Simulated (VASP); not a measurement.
# Tl (Fm-3m) in VASP: further runs, part 2 of 2

VASP 6.6.1. The steps go on from the part before.

### Step 3. Single point, LDA (strain +0.050 along x and y, +0.050 along z)

INCAR reads:

```
PREC = Accurate ; ENCUT = 520
EDIFF = 1E-7 ; ISMEAR = 0
SIGMA = 0.15 ; LREAL = F
LASPH = T ; NELM = 80
ALGO = Normal ; ISIF = 2
LWAVE = F ; LCHARG = T
GGA = CA ; LELF = T
LVHAR = T ; NBANDS = 12
```

KPOINTS reads:

```
Automatic mesh
0
Gamma
  16 16 16
```

POSCAR reads:

```
Tl
1.0
    0.0000000000      2.5896582946      2.5896582946
    2.5896582946      0.0000000000      2.5896582946
    2.5896582946      2.5896582946      0.0000000000
Tl
1
Direct
    0.0000000000      0.0000000000      0.0000000000
```

Potentials or basis: VASP PAW LDA potentials, release 64 (Tl_d).

Started as:

```console
$ cat potpaw_LDA.64/Tl_d/POTCAR > POTCAR
$ mpirun -np 1 vasp_std > vasp.out
```

OUTCAR:

```text
PREC = Accurate
   ENCUT = 520
   EDIFF = 1E-7
   ISMEAR = 0
   LREAL = F
   LASPH = T
   NELM = 80
   ISIF = 2
   GGA = CA

 ion  position               nearest neighbor table
   1  0.000  0.000  0.000-

  LATTYP: Found a face centered cubic cell.
 ALAT       =     5.1793165892

  Lattice vectors:

 A1 = (   0.0000000000,   2.5896582946,   2.5896582946)
 A2 = (   2.5896582946,   0.0000000000,   2.5896582946)
 A3 = (   2.5896582946,   2.5896582946,   0.0000000000)

Analysis of symmetry for initial positions (statically):
=====================================================================
 Subroutine PRICEL returns:
 Original cell was already a primitive cell.

 Routine SETGRP: Setting up the symmetry group for a
 face centered cubic supercell.

 Subroutine GETGRP returns: Found 48 space group operations
[... 9 lines left out ...]

 Routine SETGRP: Setting up the symmetry group for a
 face centered cubic supercell.

 Subroutine GETGRP returns: Found 48 space group operations
[... 11 lines left out ...]
                                     Primitive cell

  volume of cell :      34.7342

  direct lattice vectors                    reciprocal lattice vectors
     0.000000000  2.589658295  2.589658295    -0.193075666  0.193075666  0.193075666
     2.589658295  0.000000000  2.589658295     0.193075666 -0.193075666  0.193075666
     2.589658295  2.589658295  0.000000000     0.193075666  0.193075666 -0.193075666

  length of vectors
     3.662329882  3.662329882  3.662329882     0.334416863  0.334416863  0.334416863

  position of ions in fractional coordinates (direct lattice)
     0.000000000  0.000000000  0.000000000

  ion indices of the primitive-cell ions
   primitive index   ion index
                 1           1

----------------------------------------------------------------------------------------

 KPOINTS: Automatic mesh

Automatic generation of k-mesh.
 Grid dimensions read from file:
 generate k-points for:   16   16   16

 Generating k-lattice:

  Cartesian coordinates                     Fractional coordinates (reciprocal lattice)
    -0.012067229  0.012067229  0.012067229     0.062500000  0.000000000  0.000000000
     0.012067229 -0.012067229  0.012067229     0.000000000  0.062500000  0.000000000
     0.012067229  0.012067229 -0.012067229     0.000000000  0.000000000  0.062500000

  Length of vectors
     0.020901054  0.020901054  0.020901054

  Shift w.r.t. Gamma in fractional coordinates (k-lattice)
     0.000000000  0.000000000  0.000000000

 Subroutine IBZKPT returns following result:
 ===========================================

 Found    145 irreducible k-points:

 Following reciprocal coordinates:
            Coordinates               Weight
  0.000000  0.000000  0.000000      1.000000
  0.062500  0.000000  0.000000      8.000000
  0.125000  0.000000  0.000000      8.000000
  0.187500  0.000000  0.000000      8.000000
  0.250000  0.000000  0.000000      8.000000
  0.312500  0.000000  0.000000      8.000000
[... 16 lines left out ...]
 -0.125000  0.062500  0.000000     24.000000
 -0.062500  0.062500  0.000000     12.000000
 [... further k-points ...]
   k-points           NKPTS =    145   k-points in BZ     NKDIM =    145   number of bands    NBANDS=     12
   number of dos      NEDOS =    301   number of ions     NIONS =      1
   total plane-waves  NPLWV =  21952
   dimension x,y,z NGX =    28 NGY =   28 NGZ =   28
   dimension x,y,z NGXF=    56 NGYF=   56 NGZF=   56
   ions per type =               1
   NGX,Y,Z   is equivalent  to a cutoff of  12.71, 12.71, 12.71 a.u.
   NGXF,Y,Z  is equivalent  to a cutoff of  25.42, 25.42, 25.42 a.u.
 SYSTEM =  unknown system
   PREC   = accura    normal or accurate (medium, high low for compatibility)
   ISTART =      0    job   : 0-new  1-cont  2-samecut
   ICHARG =      2    charge: 1-file 2-atom 10-const
   ISPIN  =      1    spin polarized calculation?
   LNONCOLLINEAR =      F non collinear calculations
   LSORBIT =      F    spin-orbit coupling
   LASPH  =      T    aspherical Exc in radial PAW
   ENCUT  =  520.0 eV  38.22 Ry    6.18 a.u.   6.81  6.81  6.81*2*pi/ulx,y,z
   NELM   =     80;   NELMIN=  2; NELMDL= -5     # of ELM steps
   EDIFF  = 0.1E-06   stopping-criterion for ELM
   LREAL  =      F    real-space projection
   EDIFFG = 0.1E-05   stopping-criterion for IOM
   NSW    =      0    number of steps for IOM
   IBRION =     -1    ionic relax: 0-MD 1-quasi-New 2-CG
   NFREE  =      0    steps in history (QN), initial steepest desc. (CG)
   ISIF   =      2    stress and relaxation
   ISYM   =      2    0-nonsym 1-usesym 2-fastsym
   POTIM  = 0.5000    time-step for ionic-motion
   TEBEG  =    0.0;   TEEND  =   0.0 temperature during run
   PSTRESS=    0.0 pullay stress
   NELECT =      13.0000    total number of electrons
   NUPDOWN=      -1.0000    fix difference up-down
   EMIN   =  10.00;   EMAX   =-10.00  energy-range for DOS
   EFERMI =   0.00;   METHOD = LEGACY
   ISMEAR =     0;   SIGMA  =   0.15  broadening in eV -4-tet -1-fermi 0-gaus
   EFERMI_NEDOS =   21; number of points for ismear=-14 and -15
   IALGO  =     38    algorithm
   IMIX   =      4    mixing-type and parameters
     AMIX     =   0.40;   BMIX     =  1.00
     AMIX_MAG =   1.60;   BMIX_MAG =  1.00
  volume/ion in A,a.u.               =      34.73       234.40
  Fermi-wavevector in a.u.,A,eV,Ry     =   1.179787  2.229474 18.937903  1.391897
  Thomas-Fermi vector in A             =   2.316091
   LORBIT       =      0    0 simple, 1 ext, 2 COOP (PROOUT), +10 PAW based schemes
   GGA     = CA    functional components
   LHFCALC =     F    Hartree Fock is set to
   AEXX    =    0.0000 exact exchange contribution
   IVDW    =     0    specifies the selected vdW correction
   LEPSILON=     F    determine dielectric tensor
   LRPA    =     F    only Hartree local field effects (RPA)
 non-spin polarized calculation
 Gauss-broadening in eV      SIGMA  =   0.15
  energy-cutoff  :      520.00
  volume of cell :       34.73
 maximum number of plane-waves:       950
   NGX = 13   NGY = 13   NGZ = 13

 number of electron      13.0000000 magnetization

 Free energy of the ion-electron system (eV)
  ---------------------------------------------------
  ext. energy  EPLUGINS =         0.00000000
  ---------------------------------------------------
  free energy    TOTEN  =        -2.75419336 eV

  energy without entropy =       -2.74476312  energy(sigma->0) =       -2.74947824

 E-fermi :   4.4093     XC(G=0):  -9.5775

 val. band max:        4.4040756244   @ k =  -0.4375   0.3750   0.1250
 cond. band min:       4.4584231719   @ k =   0.5000   0.3750   0.0625
 fundamental gap:      0.0543475476
 Fermi energy:         4.4093401891

 k-point     1 :       0.0000    0.0000    0.0000
  band No.  band energies     occupation
      1      -6.9391      2.00000
      2      -6.9391      2.00000
      3      -6.9391      2.00000
      4      -6.7709      2.00000
      5      -6.7709      2.00000
      6      -4.4529      2.00000
      7      13.0255      0.00000
      8      13.0255      0.00000
      9      13.0255      0.00000
     10      15.0654      0.00000
     11      16.4762      0.00000
     12      17.7664      0.00000

 k-point     2 :       0.0625    0.0000    0.0000
  band No.  band energies     occupation
      1      -6.9402      2.00000
      2      -6.9324      2.00000
      3      -6.9324      2.00000
      4      -6.7717      2.00000
      5      -6.7717      2.00000
      6      -4.3836      2.00000
      7      12.1459      0.00000
      8      12.9407      0.00000
      9      12.9407      0.00000
     10      14.9108      0.00000
     11      16.8925      0.00000
     12      17.9204      0.00000
[... 301 lines left out ...]
 k-point    23 :      -0.1250    0.0625    0.0000
  band No.  band energies     occupation
      1      -6.9492      2.00000
      2      -6.9058      2.00000
      3      -6.9020      2.00000
      4      -6.7857      2.00000
      5      -6.7554      2.00000
      6      -4.0104      2.00000
      7       9.8185      0.00000
      8      11.5542      0.00000
      9      13.0571      0.00000
     10      14.9543      0.00000
     11      17.1988      0.00000
     12      17.7437      0.00000

 k-point    24 :      -0.0625    0.0625    0.0000
  band No.  band energies     occupation
      1      -6.9442      2.00000
      2      -6.9242      2.00000
      3      -6.9178      2.00000
      4      -6.7798      2.00000
      5      -6.7654      2.00000
      6      -4.2675      2.00000
      7      11.3689      0.00000
      8      12.1467      0.00000
      9      13.1088      0.00000
     10      14.9086      0.00000
     11      17.0761      0.00000
     12      17.8415      0.00000

 [... further k-points ...]

------------------------ aborting loop because EDIFF is reached ----------------------------------------

  FORCE on cell =-STRESS in cart. coord.  units (eV):
  Direction    XX          YY          ZZ          XY          YZ          ZX
  --------------------------------------------------------------------------------------
  -------------------------------------------------------------------------------------
  Total       -1.2126663     -1.2126663     -1.2126663     -0.0000000      0.0000000     -0.0000000
  in kB      -55.9363980    -55.9363980    -55.9363980     -0.0000000      0.0000000     -0.0000000
  external PRESSURE =     -55.9363980 kB  Pullay stress =       0.0000000 kB

 VOLUME and BASIS-vectors are now :
 -----------------------------------------------------------------------------
  energy-cutoff  :      520.00
  volume of cell :       34.73
      direct lattice vectors                 reciprocal lattice vectors
     0.000000000  2.589658295  2.589658295    -0.193075666  0.193075666  0.193075666
     2.589658295  0.000000000  2.589658295     0.193075666 -0.193075666  0.193075666
     2.589658295  2.589658295  0.000000000     0.193075666  0.193075666 -0.193075666

 POSITION                                       TOTAL-FORCE (eV/Angst)
 -----------------------------------------------------------------------------------
      0.00000      0.00000      0.00000        -0.000000      0.000000     -0.000000
 -----------------------------------------------------------------------------------
    total drift:                               -0.000000     -0.000000     -0.000000

  FREE ENERGIE OF THE ION-ELECTRON SYSTEM (eV)
  ---------------------------------------------------
  free  energy   TOTEN  =        -2.7541933576 eV

  energy  without entropy=       -2.7447631232  energy(sigma->0) =       -2.74947824
```

stdout:

```text
POSCAR found type information on POSCAR Tl
 POSCAR found :  1 types and       1 ions
 scaLAPACK will be used
 LDA part: xc-table for (Slater(with rela. corr.)+CA(PZ))
 , standard interpolation
 POSCAR, INCAR and KPOINTS ok, starting setup
 FFT: planning ... GRIDC
 FFT: planning ... GRID_SOFT
 FFT: planning ... GRID
 WAVECAR not read
 entering main loop
```

Run time: 41 s. Hardware: 1 thread of AMD EPYC 7R43 (Zen 3), shared host; peak memory 0.14 GiB.

Results:

```yaml
Free_energy: -2.7542 eV
Pressure: -5.6 GPa
```

Caveat: the cell differs from its parent crystal (strain +0.050 along x and y, +0.050 along z); spin-orbit coupling is left out, which moves the levels of the heavy elements.
